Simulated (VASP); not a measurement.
# ZnO (P6_3mc) in VASP: notebook

ZnO is run at these levels: PBE+D4, r2SCAN; tasks: single point.

All numbers are computed with VASP 6.6.1; they aren't measurements. Logs are shortened: lines on timing, memory, paths and dates and some standing lists are left out, and cuts for length are marked.

## Step 1: The cell of the first run

Symmetry: P6_3mc, No. 186, hexagonal system. Conventional cell: a = 3.235 Å, b = 3.235 Å, c = 5.211 Å, α = 90.00°, β = 90.00°, γ = 120.00°. Within 2.6 Å of Zn (site symmetry 3m) lie 4 O at 1.97 to 1.98 Å. Within 2.6 Å of O (site symmetry 3m) lie 4 Zn at 1.97 to 1.98 Å.

## Step 2: Single point, PBE+D4

Input file INCAR:

```
ALGO = Normal
EDIFF = 1E-6
ENCUT = 1340
GGA = PE
GGA_COMPAT = F
ISIF = 2
ISMEAR = 0
IVDW = 13
LASPH = T
LCHARG = T
LELF = T
LREAL = F
LVHAR = T
LWAVE = F
NBANDS = 26
NELM = 120
PREC = Accurate
SIGMA = 0.01
```

Input file KPOINTS:

```
k-points
0
Gamma
  6 6 4
```

Input file POSCAR:

```
ZnO
1.0
    3.2353522072      0.0000000000      0.0000000000
   -1.6176761036      2.8018972017      0.0000000000
    0.0000000000      0.0000000000      5.2109131099
Zn O
2 2
Direct
    0.3333333333      0.6666666667      0.4996551081
    0.6666666667      0.3333333333     -0.0003448919
    0.6666666667      0.3333333333      0.3793548919
    0.3333333333      0.6666666667      0.8793548919
```

Potentials or basis: VASP PAW PBE potentials, release 64 (Zn, O_h).

On the command line:

```
$ cat potpaw_PBE.64/Zn/POTCAR potpaw_PBE.64/O_h/POTCAR > POTCAR
$ mpirun -np 1 vasp_std > vasp.out
```

OUTCAR:

```text
EDIFF = 1E-6
   ENCUT = 1340
   GGA = PE
   ISIF = 2
   ISMEAR = 0
   IVDW = 13
   LASPH = T
   LREAL = F
   NELM = 120
   PREC = Accurate

 ion  position               nearest neighbor table
   1  0.333  0.667  0.500-   3 1.97   3 1.97   3 1.97   4 1.98
   2  0.667  0.333  1.000-   4 1.97   4 1.97   4 1.97   3 1.98
   3  0.667  0.333  0.379-   1 1.97   1 1.97   1 1.97   2 1.98
   4  0.333  0.667  0.879-   2 1.97   2 1.97   2 1.97   1 1.98

  LATTYP: Found a hexagonal cell.
 ALAT       =     3.2353522072
 C/A-ratio  =     1.6106169518

  Lattice vectors:

 A1 = (   3.2353522072,   0.0000000000,   0.0000000000)
 A2 = (  -1.6176761036,   2.8018972017,   0.0000000000)
 A3 = (   0.0000000000,   0.0000000000,   5.2109131099)

Analysis of symmetry for initial positions (statically):
=====================================================================
 Subroutine PRICEL returns:
 Original cell was already a primitive cell.

 Routine SETGRP: Setting up the symmetry group for a
 hexagonal supercell.

 Subroutine GETGRP returns: Found 12 space group operations
 (whereof  6 operations were pure point group operations)
 out of a pool of 24 trial point group operations.

The static configuration has the point symmetry C_3v.
 The point group associated with its full space group is C_6v.

Analysis of symmetry for dynamics (positions and initial velocities):
=====================================================================
 Subroutine PRICEL returns:
 Original cell was already a primitive cell.

 Routine SETGRP: Setting up the symmetry group for a
 hexagonal supercell.

 Subroutine GETGRP returns: Found 12 space group operations
 (whereof  6 operations were pure point group operations)
 out of a pool of 24 trial point group operations.

The dynamic configuration has the point symmetry C_3v.
 The point group associated with its full space group is C_6v.

 Subroutine INISYM returns: Found 12 space group operations
 (whereof  6 operations are pure point group operations),
 and found     1 'primitive' translations

----------------------------------------------------------------------------------------

                                     Primitive cell

  volume of cell :      47.2376
[... 85 lines left out ...]
   LSORBIT =      F    spin-orbit coupling
   LASPH  =      T    aspherical Exc in radial PAW
   ENCUT  = 1340.0 eV  98.49 Ry    9.92 a.u.   9.66  9.66 15.55*2*pi/ulx,y,z
   NELM   =    120;   NELMIN=  2; NELMDL= -5     # of ELM steps
   EDIFF  = 0.1E-05   stopping-criterion for ELM
   LREAL  =      F    real-space projection
   EDIFFG = 0.1E-04   stopping-criterion for IOM
   NSW    =      0    number of steps for IOM
   IBRION =     -1    ionic relax: 0-MD 1-quasi-New 2-CG
   NFREE  =      0    steps in history (QN), initial steepest desc. (CG)
   ISIF   =      2    stress and relaxation
   ISYM   =      2    0-nonsym 1-usesym 2-fastsym
   POTIM  = 0.5000    time-step for ionic-motion
   TEBEG  =    0.0;   TEEND  =   0.0 temperature during run
   PSTRESS=    0.0 pullay stress
   NELECT =      36.0000    total number of electrons
   NUPDOWN=      -1.0000    fix difference up-down
   EMIN   =  10.00;   EMAX   =-10.00  energy-range for DOS
   EFERMI =   0.00;   METHOD = LEGACY
   ISMEAR =     0;   SIGMA  =   0.01  broadening in eV -4-tet -1-fermi 0-gaus
   EFERMI_NEDOS =   21; number of points for ismear=-14 and -15
   IALGO  =     38    algorithm
   IMIX   =      4    mixing-type and parameters
     AMIX     =   0.40;   BMIX     =  1.00
     AMIX_MAG =   1.60;   BMIX_MAG =  1.00
  volume/ion in A,a.u.               =      11.81        79.69
  Fermi-wavevector in a.u.,A,eV,Ry     =   1.495362  2.825825 30.424107  2.236109
  Thomas-Fermi vector in A             =   2.607517
   LORBIT       =      0    0 simple, 1 ext, 2 COOP (PROOUT), +10 PAW based schemes
   GGA     = PE    functional components
   LHFCALC =     F    Hartree Fock is set to
   AEXX    =    0.0000 exact exchange contribution
   IVDW    =    13    specifies the selected vdW correction
   LEPSILON=     F    determine dielectric tensor
   LRPA    =     F    only Hartree local field effects (RPA)
 non-spin polarized calculation
 Gauss-broadening in eV      SIGMA  =   0.01
  energy-cutoff  :     1340.00
  volume of cell :       47.24
 maximum number of plane-waves:      5336
 NGX is ok and might be reduce to    40
   NGX = 19   NGY = 19   NGZ = 31

 number of electron      36.0000000 magnetization

 Free energy of the ion-electron system (eV)
  ---------------------------------------------------
  ext. energy  EPLUGINS =         0.00000000
  ---------------------------------------------------
  free energy    TOTEN  =       -17.82136243 eV

  energy without entropy =      -17.82136243  energy(sigma->0) =      -17.82136243

 E-fermi :   1.6655     XC(G=0): -10.9547

 val. band max:        1.6021107867   @ k =   0.0000   0.0000   0.0000
 cond. band min:       2.3968688797   @ k =   0.0000   0.0000   0.0000
 fundamental gap:      0.7947580930
 Fermi energy:         1.6655340743

 k-point     1 :       0.0000    0.0000    0.0000
  band No.  band energies     occupation
      1     -16.5526      2.00000
      2     -15.8187      2.00000
      3      -4.1358      2.00000
      4      -4.1358      2.00000
      5      -4.0976      2.00000
      6      -4.0823      2.00000
[... 598 lines left out ...]
     25      17.3364      0.00000
     26      17.3364      0.00000

------------------------ aborting loop because EDIFF is reached ----------------------------------------

  DFT-D4 for vdW energy calculation

  Edisp (eV):   -0.96224

  FORCE on cell =-STRESS in cart. coord.  units (eV):
  Direction    XX          YY          ZZ          XY          YZ          ZX
  --------------------------------------------------------------------------------------
  -------------------------------------------------------------------------------------
  Total       1.01336     1.01336     1.05865     0.00000     0.00000    -0.00000
  in kB      34.37074    34.37074    35.90672     0.00000     0.00000    -0.00000
  external pressure =       34.88 kB  Pullay stress =        0.00 kB

 VOLUME and BASIS-vectors are now :
 -----------------------------------------------------------------------------
  energy-cutoff  :     1340.00
  volume of cell :       47.24
      direct lattice vectors                 reciprocal lattice vectors
     3.235352207  0.000000000  0.000000000     0.309085359  0.178450515  0.000000000
    -1.617676104  2.801897202  0.000000000     0.000000000  0.356901031  0.000000000
     0.000000000  0.000000000  5.210913110     0.000000000  0.000000000  0.191904946

 POSITION                                       TOTAL-FORCE (eV/Angst)
 -----------------------------------------------------------------------------------
     -0.00000      1.86793      2.60366        -0.000000      0.000000      0.005835
      1.61768      0.93397      5.20912        -0.000000     -0.000000      0.005835
      1.61768      0.93397      1.97679         0.000000     -0.000000     -0.005835
     -0.00000      1.86793      4.58224         0.000000      0.000000     -0.005835
 -----------------------------------------------------------------------------------
    total drift:                                0.000000     -0.000000      0.000228

  FREE ENERGIE OF THE ION-ELECTRON SYSTEM (eV)
  ---------------------------------------------------
  free  energy   TOTEN  =       -18.7836073135 eV

  energy  without entropy=      -18.7836073135  energy(sigma->0) =      -18.78360731
```

OSZICAR:

```text
N       E                     dE             d eps       ncg     rms          rms(c)
DAV:   1     0.425399876039E+03    0.42540E+03   -0.31438E+04  1124   0.376E+03
DAV:   2     0.529163103640E+02   -0.37248E+03   -0.35107E+03  1140   0.642E+02
DAV:   3    -0.171606201719E+02   -0.70077E+02   -0.67442E+02  1278   0.210E+02
DAV:   4    -0.210040817950E+02   -0.38435E+01   -0.38107E+01  1204   0.543E+01
DAV:   5    -0.210425075400E+02   -0.38426E-01   -0.38403E-01  1232   0.543E+00    0.151E+01
DAV:   6    -0.176259163599E+02    0.34166E+01   -0.59935E+00  1806   0.607E+01    0.905E+00
DAV:   7    -0.178684783439E+02   -0.24256E+00   -0.31838E+00  1278   0.171E+01    0.556E+00
DAV:   8    -0.178679191673E+02    0.55918E-03   -0.53978E-01  1502   0.731E+00    0.186E+00
DAV:   9    -0.178194226450E+02    0.48497E-01   -0.98877E-02  1572   0.594E+00    0.447E-01
DAV:  10    -0.178211504612E+02   -0.17278E-02   -0.43490E-02  1112   0.172E+00    0.118E-01
DAV:  11    -0.178213797913E+02   -0.22933E-03   -0.15872E-03  1290   0.832E-01    0.445E-02
DAV:  12    -0.178213519660E+02    0.27825E-04   -0.34904E-04  1336   0.564E-01    0.107E-02
DAV:  13    -0.178213670898E+02   -0.15124E-04   -0.46935E-05  1182   0.628E-02    0.214E-02
DAV:  14    -0.178213626789E+02    0.44109E-05   -0.93575E-06  1282   0.324E-02    0.483E-03
DAV:  15    -0.178213624294E+02    0.24950E-06   -0.17787E-06   912   0.153E-02
   1 F= -.18783607E+02 E0= -.18783607E+02  d E =-.265753E-21
```

It took 63 s on 1 thread of Intel Xeon 6975P-C (Granite Rapids), shared host; peak memory 0.36 GiB.

Results:

| Item | Value |
| --- | --- |
| Free energy | -18.7836 eV |
| Pressure | 3.5 GPa |
| Largest force | 0.006 eV/Å |
| Band gap on the k mesh | 0.79 eV |
| Dispersion energy per atom | -0.241 eV |

Forces in eV/Å, atoms in the order of the input:
```
Zn   0.000  0.000  0.006
Zn   0.000  0.000  0.006
O    0.000  0.000 -0.006
O    0.000  0.000 -0.006
```

Caveat: the cell stands under pressure; semilocal functionals underestimate gaps, and a narrow one can read as zero.

## Step 3: Single point, r2SCAN

POSCAR is that of step 2.

Input file INCAR.step1:

```
SYSTEM = ZnO
PREC = Accurate
ENCUT = 1480
ISMEAR = 0
SIGMA = 0.01
LREAL = .FALSE.
LASPH = .TRUE.
NELM = 120
NBANDS = 26
GGA = PE
ALGO = Normal
EDIFF = 1E-5
LWAVE = .TRUE.
LCHARG = .FALSE.
GGA_COMPAT = .FALSE.
```

Input file INCAR.step2:

```
SYSTEM = ZnO
PREC = Accurate
ENCUT = 1480
EDIFF = 1E-6
ISMEAR = 0
SIGMA = 0.01
LREAL = .FALSE.
LASPH = .TRUE.
NELM = 120
ALGO = Normal
ISIF = 2
LWAVE = .FALSE.
LCHARG = .FALSE.
METAGGA = R2SCAN
LMIXTAU = .TRUE.
NBANDS = 26
ISTART = 1
GGA_COMPAT = .FALSE.
```

Input file KPOINTS:

```
Automatic mesh
0
G
  6 6 4
  0 0 0
```

Potentials or basis: VASP PAW PBE potentials, release 64 (Zn, O_h).

On the command line:

```
$ cat potpaw_PBE.64/Zn/POTCAR potpaw_PBE.64/O_h/POTCAR > POTCAR
$ cp INCAR.step1 INCAR
$ mpirun -np 1 vasp_std > vasp.out
$ cp INCAR.step2 INCAR
$ mpirun -np 1 vasp_std > vasp.out
```

Run time: 10 min. Hardware: 1 thread of AMD EPYC 7R43 (Zen 3), shared host; peak memory 0.39 GiB.

The run converged. Its results:

| Property | Result |
| --- | --- |
| Free energy | -36.3465 eV |
| Pressure | 1.0 GPa |
| Band gap on the k mesh | 1.24 eV |

Levels at points of the mesh, in eV from the valence-band top:
```tsv
k point	band 14	band 15	band 16	band 17	band 18	band 19	band 20	band 21	band 22	band 23
(0.00, 0.00, 0.00)	-0.82	-0.82	-0.10	0.00	0.00	1.24	5.88	8.83	13.74	13.74
(0.50, 0.00, 0.00)	-3.59	-2.87	-2.33	-1.31	-0.87	6.44	7.36	8.09	9.33	11.39
(0.00, 0.00, 0.50)	-2.24	-0.40	-0.40	-0.40	-0.40	3.94	3.94	10.84	10.84	14.04
(0.50, 0.00, 0.50)	-3.79	-1.55	-1.55	-1.41	-1.41	6.26	6.26	9.18	9.18	12.01
```

Caveat: the PAW data sets were made with another functional, which shifts forces and pressure a little. r2SCAN opens gaps a little over a GGA but as a rule still falls short of measured ones.
